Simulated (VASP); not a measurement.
# MgZr2N (R-3m) in VASP: further runs

The runs below take MgZr2N through single point, relaxation of cell and atoms, with PBE.

All numbers are computed with VASP 6.6.1; they aren't measurements. Logs are shortened: lines on timing, memory, paths and dates and some standing lists are left out, and cuts for length are marked.

**1. The cell of the first run**

Symmetry: R-3m, No. 166, trigonal system. The conventional cell has a = 4.447 Å, b = 4.447 Å, c = 10.771 Å, α = 90.00°, β = 90.00°, γ = 120.00°. Mg (site symmetry -3m) has 6 Zr at 2.57 Å and 6 N at 3.13 Å within 3.4 Å. Within 2.5 Å of Zr (site symmetry 3m) lie 1 N at 1.89 Å. N (site symmetry -3m) has 2 Zr at 1.89 Å within 2.5 Å.

**2. Single point, PBE**

File INCAR:

```
SYSTEM = MgZr2N
ALGO = Normal ; EDIFF = 1E-7
ENCUT = 520 ; GGA = PE
ISIF = 2 ; ISMEAR = 0
LASPH = .TRUE. ; LCHARG = .FALSE.
LREAL = .FALSE. ; LWAVE = .FALSE.
NBANDS = 24 ; NELM = 60
PREC = Accurate ; SIGMA = 0.1
```

File KPOINTS:

```
k-points
0
G
  6 6 6
  0 0 0
```

File POSCAR:

```
MgZr2N
1.0
    2.2235937700      1.2837924600      3.5904183900
   -2.2235937700      1.2837924600      3.5904183900
    0.0000000000     -2.5675849300      3.5904183900
Mg Zr N
1 2 1
Direct
    0.5000000000      0.5000000000      0.5000000000
    0.8245010100      0.8245010100      0.8245010100
    0.1754989900      0.1754989900      0.1754989900
    0.0000000000      0.0000000000      0.0000000000
```

Potentials or basis: VASP PAW PBE potentials, release 64 (Mg, Zr_sv, N).

Launch:

```
> cat potpaw_PBE.64/Mg/POTCAR potpaw_PBE.64/Zr_sv/POTCAR potpaw_PBE.64/N/POTCAR > POTCAR
> mpirun -np 1 vasp_std > vasp.out
```

OUTCAR:

```text
SYSTEM = MgZr2N
   EDIFF = 1E-7
   ENCUT = 520
   GGA = PE
   ISIF = 2
   ISMEAR = 0
   LASPH = .TRUE.
   LREAL = .FALSE.
   NELM = 60
   PREC = Accurate

 ion  position               nearest neighbor table
   1  0.500  0.500  0.500-   3 2.57   3 2.57   2 2.57   2 2.57   3 2.57   2 2.57   3 3.50   2 3.50

   2  0.825  0.825  0.825-   4 1.89   1 2.57   1 2.57   1 2.57   3 2.57   3 2.57   3 2.57   1 3.50
                             3 3.78
   3  0.175  0.175  0.175-   4 1.89   1 2.57   1 2.57   1 2.57   2 2.57   2 2.57   2 2.57   1 3.50
                             2 3.78
   4  0.000  0.000  0.000-   2 1.89   3 1.89

  LATTYP: Found a trigonal (rhomboedric) cell.
 ALAT       =     4.4140227174
 COS(alpha) =     0.4924582593

  Lattice vectors:

 A1 = (   2.2235937700,   1.2837924600,   3.5904183900)
 A2 = (  -2.2235937700,   1.2837924600,   3.5904183900)
 A3 = (   0.0000000000,  -2.5675849300,   3.5904183900)

Analysis of symmetry for initial positions (statically):
=====================================================================
 Subroutine PRICEL returns:
 Original cell was already a primitive cell.

 Routine SETGRP: Setting up the symmetry group for a
 trigonal (rhombohedral) supercell.

 Subroutine GETGRP returns: Found 12 space group operations
 (whereof 12 operations were pure point group operations)
 out of a pool of 12 trial point group operations.

The static configuration has the point symmetry D_3d.

Analysis of symmetry for dynamics (positions and initial velocities):
=====================================================================
 Subroutine PRICEL returns:
 Original cell was already a primitive cell.

 Routine SETGRP: Setting up the symmetry group for a
 trigonal (rhombohedral) supercell.

 Subroutine GETGRP returns: Found 12 space group operations
 (whereof 12 operations were pure point group operations)
 out of a pool of 12 trial point group operations.

The dynamic configuration has the point symmetry D_3d.

 Subroutine INISYM returns: Found 12 space group operations
 (whereof 12 operations are pure point group operations),
 and found     1 'primitive' translations

----------------------------------------------------------------------------------------

                                     Primitive cell

  volume of cell :      61.4960

  direct lattice vectors                    reciprocal lattice vectors
     2.223593770  1.283792460  3.590418390     0.224861216  0.129823684  0.092839691
    -2.223593770  1.283792460  3.590418390    -0.224861216  0.129823684  0.092839691
     0.000000000 -2.567584930  3.590418390     0.000000000 -0.259647367  0.092839691

  length of vectors
     4.414022717  4.414022717  4.414022722     0.275746194  0.275746194  0.275746194

  position of ions in fractional coordinates (direct lattice)
     0.500000000  0.500000000  0.500000000
     0.824501010  0.824501010  0.824501010
     0.175498990  0.175498990  0.175498990
     0.000000000  0.000000000  0.000000000

  ion indices of the primitive-cell ions
   primitive index   ion index
                 1           1
                 2           2
                 3           3
                 4           4

----------------------------------------------------------------------------------------

 KPOINTS: k-points

Automatic generation of k-mesh.
 Grid dimensions read from file:
 generate k-points for:    6    6    6

 Generating k-lattice:

  Cartesian coordinates                     Fractional coordinates (reciprocal lattice)
     0.037476869  0.021637281  0.015473282     0.166666667  0.000000000  0.000000000
    -0.037476869  0.021637281  0.015473282     0.000000000  0.166666667  0.000000000
     0.000000000 -0.043274561  0.015473282     0.000000000  0.000000000  0.166666667

  Length of vectors
     0.045957699  0.045957699  0.045957699

  Shift w.r.t. Gamma in fractional coordinates (k-lattice)
     0.000000000  0.000000000  0.000000000

 Subroutine IBZKPT returns following result:
 ===========================================

 Found     32 irreducible k-points:

 Following reciprocal coordinates:
            Coordinates               Weight
  0.000000  0.000000  0.000000      1.000000
  0.166667 -0.000000  0.000000      6.000000
  0.333333 -0.000000 -0.000000      6.000000
  0.500000 -0.000000 -0.000000      3.000000
  0.166667  0.166667  0.000000      6.000000
  0.333333  0.166667  0.000000     12.000000
[... 16 lines left out ...]
  0.500000  0.500000  0.166667      6.000000
 -0.333333  0.500000  0.166667     12.000000
 [... further k-points ...]
   k-points           NKPTS =     32   k-points in BZ     NKDIM =     32   number of bands    NBANDS=     24
   number of dos      NEDOS =    301   number of ions     NIONS =      4
   total plane-waves  NPLWV =  46656
   dimension x,y,z NGX =    36 NGY =   36 NGZ =   36
   dimension x,y,z NGXF=    72 NGYF=   72 NGZF=   72
   ions per type =               1   2   1
   NGX,Y,Z   is equivalent  to a cutoff of  13.56, 13.56, 13.56 a.u.
   NGXF,Y,Z  is equivalent  to a cutoff of  27.12, 27.12, 27.12 a.u.
 SYSTEM =  MgZr2N
   PREC   = accura    normal or accurate (medium, high low for compatibility)
   ISTART =      0    job   : 0-new  1-cont  2-samecut
   ICHARG =      2    charge: 1-file 2-atom 10-const
   ISPIN  =      1    spin polarized calculation?
   LNONCOLLINEAR =      F non collinear calculations
   LSORBIT =      F    spin-orbit coupling
   LASPH  =      T    aspherical Exc in radial PAW
   ENCUT  =  520.0 eV  38.22 Ry    6.18 a.u.   8.21  8.21  8.21*2*pi/ulx,y,z
   NELM   =     60;   NELMIN=  2; NELMDL= -5     # of ELM steps
   EDIFF  = 0.1E-06   stopping-criterion for ELM
   LREAL  =      F    real-space projection
   EDIFFG = 0.1E-05   stopping-criterion for IOM
   NSW    =      0    number of steps for IOM
   IBRION =     -1    ionic relax: 0-MD 1-quasi-New 2-CG
   NFREE  =      0    steps in history (QN), initial steepest desc. (CG)
   ISIF   =      2    stress and relaxation
   ISYM   =      2    0-nonsym 1-usesym 2-fastsym
   POTIM  = 0.5000    time-step for ionic-motion
   TEBEG  =    0.0;   TEEND  =   0.0 temperature during run
   PSTRESS=    0.0 pullay stress
   NELECT =      31.0000    total number of electrons
   NUPDOWN=      -1.0000    fix difference up-down
   EMIN   =  10.00;   EMAX   =-10.00  energy-range for DOS
   EFERMI =   0.00;   METHOD = LEGACY
   ISMEAR =     0;   SIGMA  =   0.10  broadening in eV -4-tet -1-fermi 0-gaus
   EFERMI_NEDOS =   21; number of points for ismear=-14 and -15
   IALGO  =     38    algorithm
   IMIX   =      4    mixing-type and parameters
     AMIX     =   0.40;   BMIX     =  1.00
     AMIX_MAG =   1.60;   BMIX_MAG =  1.00
  volume/ion in A,a.u.               =      15.37       103.75
  Fermi-wavevector in a.u.,A,eV,Ry     =   1.302906  2.462136 23.096774  1.697565
  Thomas-Fermi vector in A             =   2.433944
   LORBIT       =      0    0 simple, 1 ext, 2 COOP (PROOUT), +10 PAW based schemes
   GGA     = PE    functional components
   LHFCALC =     F    Hartree Fock is set to
   AEXX    =    0.0000 exact exchange contribution
   IVDW    =     0    specifies the selected vdW correction
   LEPSILON=     F    determine dielectric tensor
   LRPA    =     F    only Hartree local field effects (RPA)
 non-spin polarized calculation
 Gauss-broadening in eV      SIGMA  =   0.10
  energy-cutoff  :      520.00
  volume of cell :       61.50
 maximum number of plane-waves:      1669
 NGX is ok and might be reduce to    36
   NGX = 17   NGY = 17   NGZ = 17

 number of electron      31.0000001 magnetization

 Free energy of the ion-electron system (eV)
  ---------------------------------------------------
  ext. energy  EPLUGINS =         0.00000000
  ---------------------------------------------------
  free energy    TOTEN  =       -21.75905081 eV

  energy without entropy =      -21.74819545  energy(sigma->0) =      -21.75362313

 E-fermi :   8.8473     XC(G=0): -11.1112

 val. band max:        8.8229614921   @ k =  -0.1667   0.5000   0.1667
 cond. band min:       8.9405249233   @ k =  -0.3333   0.5000   0.1667
 fundamental gap:      0.1175634312
 Fermi energy:         8.8472605259

 k-point     1 :       0.0000    0.0000    0.0000
  band No.  band energies     occupation
      1     -39.4851      2.00000
      2     -38.7264      2.00000
      3     -18.3944      2.00000
      4     -18.3944      2.00000
      5     -17.9191      2.00000
      6     -17.5292      2.00000
[... 16 lines left out ...]
     23      13.4943      0.00000
     24      16.3021      0.00000

 k-point     2 :       0.1667   -0.0000    0.0000
  band No.  band energies     occupation
      1     -39.4425      2.00000
      2     -38.7737      2.00000
      3     -18.4436      2.00000
      4     -18.3167      2.00000
      5     -17.8930      2.00000
      6     -17.5658      2.00000
[... 16 lines left out ...]
     23      14.5661      0.00000
     24      15.2484      0.00000

 k-point     3 :       0.3333   -0.0000   -0.0000
  band No.  band energies     occupation
      1     -39.3316      2.00000
      2     -38.8938      2.00000
      3     -18.5334      2.00000
      4     -18.1442      2.00000
      5     -17.8229      2.00000
      6     -17.6554      2.00000
[... 16 lines left out ...]
     23      14.1318      0.00000
     24      15.3016      0.00000
[... 514 lines left out ...]
 k-point    23 :       0.5000    0.5000    0.1667
  band No.  band energies     occupation
      1     -39.3247      2.00000
      2     -38.8981      2.00000
      3     -18.5616      2.00000
      4     -18.2171      2.00000
      5     -17.9786      2.00000
      6     -17.4902      2.00000
[... 16 lines left out ...]
     23      14.6636      0.00000
     24      15.6576      0.00000

 k-point    24 :      -0.3333    0.5000    0.1667
  band No.  band energies     occupation
      1     -39.2355      2.00000
      2     -38.9927      2.00000
      3     -18.6545      2.00000
      4     -18.0877      2.00000
      5     -17.7905      2.00000
      6     -17.5655      2.00000
[... 16 lines left out ...]
     23      14.7042      0.00000
     24      15.5792      0.00000

 [... further k-points ...]

------------------------ aborting loop because EDIFF is reached ----------------------------------------

  FORCE on cell =-STRESS in cart. coord.  units (eV):
  Direction    XX          YY          ZZ          XY          YZ          ZX
  --------------------------------------------------------------------------------------
  -------------------------------------------------------------------------------------
  Total       23.1837990     23.1837991     11.2982451     -0.0000000     -0.0000000      0.0000000
  in kB      604.0162254    604.0162270    294.3574239     -0.0000000     -0.0000003      0.0000000
  external PRESSURE =     500.7966254 kB  Pullay stress =       0.0000000 kB

 VOLUME and BASIS-vectors are now :
 -----------------------------------------------------------------------------
  energy-cutoff  :      520.00
  volume of cell :       61.50
      direct lattice vectors                 reciprocal lattice vectors
     2.223593770  1.283792460  3.590418390     0.224861216  0.129823684  0.092839691
    -2.223593770  1.283792460  3.590418390    -0.224861216  0.129823684  0.092839691
     0.000000000 -2.567584930  3.590418390     0.000000000 -0.259647367  0.092839691

 POSITION                                       TOTAL-FORCE (eV/Angst)
 -----------------------------------------------------------------------------------
      0.00000     -0.00000      5.38563         0.000000      0.000000      0.000000
      0.00000     -0.00000      8.88091        -0.000000      0.000000     -3.946101
      0.00000     -0.00000      1.89034        -0.000000     -0.000000      3.946101
      0.00000      0.00000      0.00000        -0.000000      0.000000     -0.000000
 -----------------------------------------------------------------------------------
    total drift:                               -0.000000      0.000000     -0.000000

  FREE ENERGIE OF THE ION-ELECTRON SYSTEM (eV)
  ---------------------------------------------------
  free  energy   TOTEN  =       -21.7590508115 eV

  energy  without entropy=      -21.7481954462  energy(sigma->0) =      -21.75362313
```

Wall time 25 s (1 thread of Intel Xeon 6975P-C (Granite Rapids), shared host); peak memory 0.22 GiB.

What came out:

```yaml
Free_energy: -21.7591 eV
Pressure: 50.1 GPa
Largest_force: 3.946 eV/Å
```

Forces on the atoms (eV/Å):
```
Mg   0.000  0.000  0.000
Zr   0.000  0.000 -3.946
Zr   0.000  0.000  3.946
N    0.000  0.000  0.000
```

Levels at points of the mesh, in eV from the Fermi level:
| k point | band 12 | band 13 | band 14 | band 15 | band 16 | band 17 | band 18 | band 19 |
| --- | --- | --- | --- | --- | --- | --- | --- | --- |
| (0.00, 0.00, 0.00) | -4.88 | -3.56 | -0.19 | -0.19 | 1.35 | 1.35 | 1.69 | 2.24 |
| (0.50, 0.00, 0.00) | -3.60 | -2.58 | -1.41 | -1.30 | -0.86 | 0.75 | 3.06 | 3.13 |
| (0.50, 0.50, 0.00) | -3.59 | -3.49 | -1.29 | -0.66 | -0.27 | -0.11 | 1.22 | 2.51 |
| (0.50, 0.50, 0.50) | -3.58 | -3.58 | -1.35 | -0.96 | -0.96 | -0.11 | -0.11 | 2.33 |

Caveat: forces of over 1 eV/Å act on the atoms, so gaps and moduli don't describe the material at rest.

**3. Single point, PBE**

This run uses another cell than the first one, of 21.96 Å³/atom, 1.429 times its volume.

File INCAR:

```
SYSTEM = MgZr2N
  PREC = Accurate
  ENCUT = 520
  EDIFF = 1E-6
  ISMEAR = 0
  SIGMA = 0.1
  LREAL = .False.
  LASPH = .True.
  NELM = 100
  ALGO = Normal
  ISIF = 2
  LWAVE = .False.
  LCHARG = .True.
  GGA = PE
  LELF = .True.
  LVHAR = .True.
  NBANDS = 24
```

File KPOINTS:

```
Automatic mesh
0
Gamma
  6 6 6
  0 0 0
```

File POSCAR:

```
MgZr2N
1.0
    2.6926073895      1.5545775995      3.4982332116
   -2.6926073895      1.5545775995      3.4982332116
    0.0000000000     -3.1091552040      3.4982332095
Mg Zr N
1 2 1
Direct
    0.5000000000      0.5000000000      0.5000000000
    0.8140125626      0.8140125626      0.8140125626
    0.1859874374      0.1859874374      0.1859874374
    0.0000000000      0.0000000000      0.0000000000
```

Potentials or basis: VASP PAW PBE potentials, release 64 (Mg, Zr_sv, N).

Launch:

```
> cat potpaw_PBE.64/Mg/POTCAR potpaw_PBE.64/Zr_sv/POTCAR potpaw_PBE.64/N/POTCAR > POTCAR
> mpirun -np 1 vasp_std > vasp.out
```

Run time: 30 s. Hardware: 1 thread of Intel Xeon 6975P-C (Granite Rapids), shared host; peak memory 0.24 GiB.

The run converged. Its results:

```yaml
Free_energy: -25.9792 eV
Pressure: 0.0 GPa
Largest_force: 0.035 eV/Å
```

Forces in eV/Å, atoms in the order of the input:
```
Mg   0.000  0.000  0.000
Zr   0.000  0.000 -0.035
Zr   0.000  0.000  0.035
N    0.000  0.000  0.000
```

Stress tensor (GPa, compression positive):
```
 0.07  0.00  0.00
 0.00  0.07  0.00
 0.00  0.00 -0.06
```

Levels at points of the mesh, in eV from the Fermi level:
```tsv
k point	band 13	band 14	band 15	band 16	band 17	band 18
(0.00, 0.00, 0.00)	-3.92	0.03	0.03	0.49	0.49	1.20
(0.50, 0.00, 0.00)	-2.21	-1.74	-0.49	-0.22	-0.08	1.64
(0.50, 0.50, 0.00)	-2.92	-1.10	-0.81	-0.60	0.58	0.95
(0.50, 0.50, 0.50)	-3.31	-1.37	-1.07	-1.07	0.57	0.57
```

**4. Relaxation of cell and atoms, PBE**

File INCAR:

```
SYSTEM = MgZr2N
PREC     = Accurate       ! precision mode
ENCUT    = 600            ! plane-wave cutoff, eV
EDIFF    = 1E-6           ! SCF threshold, eV
ISMEAR   = 0              ! smearing method
SIGMA    = 0.1            ! smearing width, eV
LREAL    = .FALSE.        ! projectors in reciprocal space
LASPH    = .TRUE.         ! aspherical terms in the spheres
NELM     = 100            ! most SCF steps
ALGO     = Normal         ! electronic algorithm
ISIF     = 3              ! what is computed and relaxed
LWAVE    = .FALSE.        ! write WAVECAR
LCHARG   = .FALSE.        ! write CHGCAR
GGA      = PE             ! functional
IBRION   = 2              ! ionic algorithm
NSW      = 90             ! ionic steps
EDIFFG   = -0.04          ! ionic threshold
```

File KPOINTS:

```
Automatic mesh
0
G
  6 6 6
  0 0 0
```

File POSCAR:

```
MgZr2N
1.0
    2.2235937700      1.2837924600      3.5904183900
   -2.2235937700      1.2837924600      3.5904183900
    0.0000000000     -2.5675849300      3.5904183900
Mg Zr N
1 2 1
Direct
    0.5000000000      0.5000000000      0.5000000000
    0.8245010100      0.8245010100      0.8245010100
    0.1754989900      0.1754989900      0.1754989900
    0.0000000000      0.0000000000      0.0000000000
```

Launch:

```
> cat potpaw_PBE.64/Mg/POTCAR potpaw_PBE.64/Zr_sv/POTCAR potpaw_PBE.64/N/POTCAR > POTCAR
> mpirun -np 1 vasp_std > vasp.out
```

Run time: 5 min. Hardware: 1 thread of Intel Xeon 6975P-C (Granite Rapids), shared host; peak memory 0.24 GiB.

Results (log left out):

```yaml
Free_energy: -25.9570 eV
Relaxed_volume: 21.54 Å³/atom
Relaxed_cell: a = 4.642 Å, b = 4.642 Å, c = 4.642 Å, α = 70.61°, β = 70.61°, γ = 70.61°
Space_group_after_relaxing_to_0.05_Å: R-3m (No. 166)
Energy_gained_by_relaxing: 1048.9 meV/atom
Ionic_steps: 19
Pressure_after_relaxing: -0.1 GPa
```

Forces on the atoms (eV/Å):
```
Mg   0.000  0.000  0.000
Zr   0.000  0.000 -0.002
Zr   0.000  0.000  0.002
N    0.000  0.000  0.000
```

Stress tensor (GPa, compression positive):
```
-0.14  0.00  0.00
 0.00 -0.14  0.00
 0.00  0.00  0.08
```

Step by step:
```csv
step,energy change (eV),largest force (eV/Å),pressure (GPa),volume (Å³)
1,0.0000,3.9439,50.03,61.50
2,-1.5691,3.3210,-15.88,114.35
3,-3.4891,1.3986,-2.40,86.11
4,-4.1222,1.1734,3.06,88.04
5,-4.1836,0.2563,1.00,87.77
6,-4.1833,0.3151,1.14,87.80
7,-4.1869,0.0582,-0.90,89.73
8,-4.1890,0.0811,-0.14,88.99
9,-4.1897,0.0652,-0.15,88.80
10,-4.1911,0.0199,-0.19,88.24
11,-4.1919,0.0628,-0.22,87.13
12,-4.1921,0.0580,-0.19,87.06
13,-4.1926,0.0436,-0.10,86.85
14,-4.1933,0.0151,0.07,86.43
15,-4.1937,0.0416,0.45,85.60
16,-4.1937,0.0300,0.37,85.78
17,-4.1941,0.0274,0.33,85.81
18,-4.1951,0.0185,0.19,85.93
19,-4.1955,0.0024,-0.06,86.16
```

Final structure:
```
Mg Zr N
1.0
     2.68235    1.54866    3.45695
    -2.68235    1.54866    3.45695
     0.00000   -3.09731    3.45695
Mg Zr N
1 2 1
Cartesian
  0.0000 0.0000 5.1854
  0.0000 0.0000 8.4111
  0.0000 0.0000 1.9598
  0.0000 0.0000 0.0000
```

Levels at points of the mesh, in eV from the Fermi level:
| k point | band 12 | band 13 | band 14 | band 15 | band 16 | band 17 | band 18 | band 19 |
| --- | --- | --- | --- | --- | --- | --- | --- | --- |
| (0.00, 0.00, 0.00) | -4.05 | -3.96 | 0.09 | 0.09 | 0.37 | 0.37 | 1.27 | 1.27 |
| (0.50, 0.00, 0.00) | -3.72 | -2.18 | -1.71 | -0.48 | -0.14 | -0.13 | 1.51 | 1.74 |
| (0.50, 0.50, 0.00) | -3.30 | -2.96 | -1.02 | -0.81 | -0.63 | 0.52 | 1.01 | 1.42 |
| (0.50, 0.50, 0.50) | -3.33 | -3.33 | -1.36 | -1.09 | -1.09 | 0.58 | 0.58 | 1.29 |

Caveat: the volume moved by over 15 % at a fixed basis, so the end points are rough.

(Continued in part 2 of 2.)
